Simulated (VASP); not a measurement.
# Rh (Fm-3m) in VASP: single point with PBEsol

Aim: the single point of Rh with PBEsol.

Everything below comes from runs of VASP 6.6.1. Logs are shortened: lines on timing, memory, paths and dates and some standing lists are left out, and cuts for length are marked.

## (1) The cell of the first run

The structure is cubic, space group Fm-3m (No. 225). The conventional cell has a = 3.788 Å, b = 3.788 Å, c = 3.788 Å, α = 90.00°, β = 90.00°, γ = 90.00°. Within 3.5 Å of Rh (site symmetry m-3m) lie 12 Rh at 2.68 Å.

## (2) Single point, PBEsol

INCAR

```
ALGO = Normal ; EDIFF = 1E-6
ENCUT = 520 ; GGA = PS
ISIF = 2 ; ISMEAR = -1
LASPH = True ; LCHARG = False
LREAL = False ; LWAVE = False
NBANDS = 14 ; NELM = 80
PREC = Accurate ; SIGMA = 0.13605693000000002
```

KPOINTS

```
k-points
0
Gamma
  15 15 15
```

POSCAR

```
Rh
1.0
    0.0000000000      1.8939790938      1.8939790938
    1.8939790938      0.0000000000      1.8939790938
    1.8939790938      1.8939790938      0.0000000000
Rh
1
Direct
    0.0000000000      0.0000000000      0.0000000000
```

Potentials or basis: VASP PAW PBE potentials, release 64 (Rh_pv).

Started as:

```sh
> cat potpaw_PBE.64/Rh_pv/POTCAR > POTCAR
> mpirun -np 1 vasp_std > vasp.out
```

OUTCAR:

```text
EDIFF = 1E-6
   ENCUT = 520
   GGA = PS
   ISIF = 2
   ISMEAR = -1
   LASPH = True
   LREAL = False
   NELM = 80
   PREC = Accurate

 ion  position               nearest neighbor table
   1  0.000  0.000  0.000-

  LATTYP: Found a face centered cubic cell.
 ALAT       =     3.7879581876

  Lattice vectors:

 A1 = (   0.0000000000,   1.8939790938,   1.8939790938)
 A2 = (   1.8939790938,   0.0000000000,   1.8939790938)
 A3 = (   1.8939790938,   1.8939790938,   0.0000000000)

Analysis of symmetry for initial positions (statically):
=====================================================================
 Subroutine PRICEL returns:
 Original cell was already a primitive cell.

 Routine SETGRP: Setting up the symmetry group for a
 face centered cubic supercell.

 Subroutine GETGRP returns: Found 48 space group operations
 (whereof 48 operations were pure point group operations)
 out of a pool of 48 trial point group operations.

The static configuration has the point symmetry O_h .

Analysis of symmetry for dynamics (positions and initial velocities):
=====================================================================
 Subroutine PRICEL returns:
 Original cell was already a primitive cell.

 Routine SETGRP: Setting up the symmetry group for a
 face centered cubic supercell.

 Subroutine GETGRP returns: Found 48 space group operations
 (whereof 48 operations were pure point group operations)
 out of a pool of 48 trial point group operations.

The dynamic configuration has the point symmetry O_h .

 Subroutine INISYM returns: Found 48 space group operations
 (whereof 48 operations are pure point group operations),
 and found     1 'primitive' translations

----------------------------------------------------------------------------------------

                                     Primitive cell

  volume of cell :      13.5880

  direct lattice vectors                    reciprocal lattice vectors
     0.000000000  1.893979094  1.893979094    -0.263994466  0.263994466  0.263994466
     1.893979094  0.000000000  1.893979094     0.263994466 -0.263994466  0.263994466
     1.893979094  1.893979094  0.000000000     0.263994466  0.263994466 -0.263994466

  length of vectors
     2.678490921  2.678490921  2.678490921     0.457251829  0.457251829  0.457251829

  position of ions in fractional coordinates (direct lattice)
     0.000000000  0.000000000  0.000000000

  ion indices of the primitive-cell ions
   primitive index   ion index
                 1           1
[... 72 lines left out ...]
   EDIFF  = 0.1E-05   stopping-criterion for ELM
   LREAL  =      F    real-space projection
[... 7 lines left out ...]
   TEBEG  =    0.0;   TEEND  =   0.0 temperature during run
   PSTRESS=    0.0 pullay stress
   NELECT =      15.0000    total number of electrons
   NUPDOWN=      -1.0000    fix difference up-down
   EMIN   =  10.00;   EMAX   =-10.00  energy-range for DOS
   EFERMI =   0.00;   METHOD = LEGACY
   ISMEAR =    -1;   SIGMA  =   0.14  broadening in eV -4-tet -1-fermi 0-gaus
   EFERMI_NEDOS =   21; number of points for ismear=-14 and -15
   IALGO  =     38    algorithm
   IMIX   =      4    mixing-type and parameters
     AMIX     =   0.40;   BMIX     =  1.00
     AMIX_MAG =   1.60;   BMIX_MAG =  1.00
  volume/ion in A,a.u.               =      13.59        91.70
  Fermi-wavevector in a.u.,A,eV,Ry     =   1.691947  3.197316 38.949186  2.862684
  Thomas-Fermi vector in A             =   2.773622
   LORBIT       =      0    0 simple, 1 ext, 2 COOP (PROOUT), +10 PAW based schemes
   GGA     = PS    functional components
   LHFCALC =     F    Hartree Fock is set to
   AEXX    =    0.0000 exact exchange contribution
   IVDW    =     0    specifies the selected vdW correction
   LEPSILON=     F    determine dielectric tensor
   LRPA    =     F    only Hartree local field effects (RPA)
 non-spin polarized calculation
  energy-cutoff  :      520.00
  volume of cell :       13.59
 maximum number of plane-waves:       377
   NGX =  9   NGY =  9   NGZ =  9

 number of electron      15.0000007 magnetization

 Free energy of the ion-electron system (eV)
  ---------------------------------------------------
  ext. energy  EPLUGINS =         0.00000000
  ---------------------------------------------------
  free energy    TOTEN  =        -8.17747201 eV

  energy without entropy =       -8.09685182  energy(sigma->0) =       -8.13716192

 E-fermi :  11.9565     XC(G=0): -14.2941

 val. band max:       11.9112925996   @ k =  -0.3333   0.3333   0.0000
 cond. band min:      11.9618936649   @ k =  -0.3333   0.2667   0.0667
 fundamental gap:      0.0506010653
 Fermi energy:        11.9564943260

 k-point     1 :       0.0000    0.0000    0.0000
  band No.  band energies     occupation
      1     -34.3807      2.00000
      2     -34.3807      2.00000
      3     -34.3807      2.00000
      4       3.8305      2.00000
      5       8.8215      2.00000
      6       8.8215      2.00000
      7       8.8215      2.00000
      8      10.9718      1.99856
      9      10.9718      1.99856
     10      27.8980      0.00000
     11      32.3061      0.00000
     12      33.4135      0.00000
     13      33.4135      0.00000
     14      33.4135      0.00000
[... 377 lines left out ...]
      1     -34.5992      2.00000
      2     -34.4517      2.00000
      3     -34.4453      2.00000
      4       5.2939      2.00000
      5       7.9648      2.00000
      6       9.4779      2.00000
      7       9.5550      2.00000
      8      10.2655      1.99999
      9      11.3376      1.97907
     10      29.9126      0.00000
     11      30.3787      0.00000
     12      32.3073      0.00000
     13      33.1729      0.00000
     14      33.6752      0.00000

 [... further k-points ...]

------------------------ aborting loop because EDIFF is reached ----------------------------------------

  FORCE on cell =-STRESS in cart. coord.  units (eV):
  Direction    XX          YY          ZZ          XY          YZ          ZX
  --------------------------------------------------------------------------------------
  -------------------------------------------------------------------------------------
  Total       -0.0990709     -0.0990709     -0.0990709      0.0000000      0.0000000     -0.0000000
  in kB      -11.6815700    -11.6815700    -11.6815700      0.0000000      0.0000000     -0.0000000
  external PRESSURE =     -11.6815700 kB  Pullay stress =       0.0000000 kB

 VOLUME and BASIS-vectors are now :
 -----------------------------------------------------------------------------
  energy-cutoff  :      520.00
  volume of cell :       13.59
      direct lattice vectors                 reciprocal lattice vectors
     0.000000000  1.893979094  1.893979094    -0.263994466  0.263994466  0.263994466
     1.893979094  0.000000000  1.893979094     0.263994466 -0.263994466  0.263994466
     1.893979094  1.893979094  0.000000000     0.263994466  0.263994466 -0.263994466

 POSITION                                       TOTAL-FORCE (eV/Angst)
 -----------------------------------------------------------------------------------
      0.00000      0.00000      0.00000        -0.000000      0.000000      0.000000
 -----------------------------------------------------------------------------------
    total drift:                                0.000000     -0.000000     -0.000000

  FREE ENERGIE OF THE ION-ELECTRON SYSTEM (eV)
  ---------------------------------------------------
  free  energy   TOTEN  =        -8.1774720135 eV

  energy  without entropy=       -8.0968518169  energy(sigma->0) =       -8.13716192
```

OSZICAR:

```text
N       E                     dE             d eps       ncg     rms          rms(c)
DAV:   1     0.119240091851E+03    0.11924E+03   -0.88110E+03  3400   0.116E+03
DAV:   2    -0.727415258862E+01   -0.12651E+03   -0.12080E+03  3714   0.342E+02
DAV:   3    -0.880333376726E+01   -0.15292E+01   -0.15267E+01  3996   0.415E+01
DAV:   4    -0.880870619903E+01   -0.53724E-02   -0.53722E-02  3798   0.252E+00
DAV:   5    -0.880875235671E+01   -0.46158E-04   -0.46159E-04  3996   0.206E-01    0.114E+01
DAV:   6    -0.820393269768E+01    0.60482E+00   -0.99233E-01  3534   0.139E+01    0.361E+00
DAV:   7    -0.818239035774E+01    0.21542E-01   -0.22860E-02  3846   0.179E+00    0.166E+00
DAV:   8    -0.817768355690E+01    0.47068E-02   -0.44700E-03  3570   0.919E-01    0.234E-01
DAV:   9    -0.817746695964E+01    0.21660E-03   -0.17526E-04  3516   0.187E-01    0.249E-02
DAV:  10    -0.817747181440E+01   -0.48548E-05   -0.24304E-06  3780   0.180E-02    0.512E-03
DAV:  11    -0.817747201352E+01   -0.19912E-06   -0.40933E-07  1920   0.899E-03
   1 F= -.81774720E+01 E0= -.81371619E+01  d E =-.806202E-01
```

stdout:

```text
POSCAR found type information on POSCAR Rh
 POSCAR found :  1 types and       1 ions
 scaLAPACK will be used
 -----------------------------------------------------------------------------
|                                                                             |
|                                                                             |
|     You enforced a specific xc type in the INCAR file but a different       |
|     I HOPE YOU KNOW WHAT YOU ARE DOING!                                     |
|                                                                             |
 -----------------------------------------------------------------------------

 LDA part: xc-table for (Slater+PW92), standard interpolation
 POSCAR, INCAR and KPOINTS ok, starting setup
 FFT: planning ... GRIDC
 FFT: planning ... GRID_SOFT
 FFT: planning ... GRID
 WAVECAR not read
 entering main loop
```

It took 13 s on 1 thread of Intel Xeon Platinum 8488C (Sapphire Rapids), shared host; peak memory 0.14 GiB.

What came out:

```
Free energy : -8.1775 eV
Pressure    : -1.2 GPa
```

Levels at points of the mesh, in eV from the Fermi level:
```
           k point  band 4  band 5  band 6  band 7  band 8  band 9  band 10  band 11
(0.00, 0.00, 0.00)   -8.13   -3.13   -3.13   -3.13   -0.98   -0.98    15.94    20.35
```

Caveat: the PAW data sets were made with another functional, which shifts forces and pressure a little.
